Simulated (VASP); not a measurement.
Wanted: the native input for a VASP 6.6.1 run.

```yaml
Task: single point
Functional: PBEsol
Potentials_or_basis: VASP PAW PBE potentials, release 64 (As)
Cutoff: 520 eV
k_mesh: 18 × 18 × 18
Occupations: gaussian, width 0.15 eV
Spin: no spin polarisation
Dipole_correction: no
Further_INCAR_settings: ALGO = Normal; EDIFF = 1e-06; NBANDS = 12
```

The structure of As lies in POSCAR:

```
As
1.0
    2.0677244033      1.1938012408      3.4857700000
   -2.0677244033      1.1938012408      3.4857700000
    0.0000000000     -2.3876024817      3.4857700000
As
2
Direct
    0.2275400000      0.2275400000      0.2275400000
    0.7724600000      0.7724600000      0.7724600000
```

This cell differs from its parent crystal: strain +0.1000 x Voigt [1, 1, 0, 0, 0, 0].

These files were run (other wordings do the same):

INCAR

```
ALGO = Normal ; EDIFF = 1E-6
ENCUT = 520 ; GGA = PS
ISIF = 2 ; ISMEAR = 0
LASPH = True ; LCHARG = False
LREAL = False ; LWAVE = False
NBANDS = 12 ; NELM = 80
PREC = Accurate ; SIGMA = 0.15
```

KPOINTS

```
k-points
0
Gamma
  18 18 18
```

Potentials or basis: VASP PAW PBE potentials, release 64 (As).

The run is started by

```bash
$ cat potpaw_PBE.64/As/POTCAR > POTCAR
$ mpirun -np 1 vasp_std > vasp.out
```

It gave:

```yaml
Pressure: -10.6 GPa
Largest_force: 0.482 eV/Å
Band_gap_on_the_k_mesh: zero (band 5 reaches 3.25 eV, above the bottom of band 6 at 3.08 eV)
```

Caveat: the cell differs from its parent crystal (strain +0.1000 x Voigt [1, 1, 0, 0, 0, 0]); the PAW data sets were made with another functional, which shifts forces and pressure a little.

Wall time 64 s on 1 thread of Intel(R) Xeon(R) 6975P-C (Granite Rapids) (shared host), peak memory 0.42 GiB.
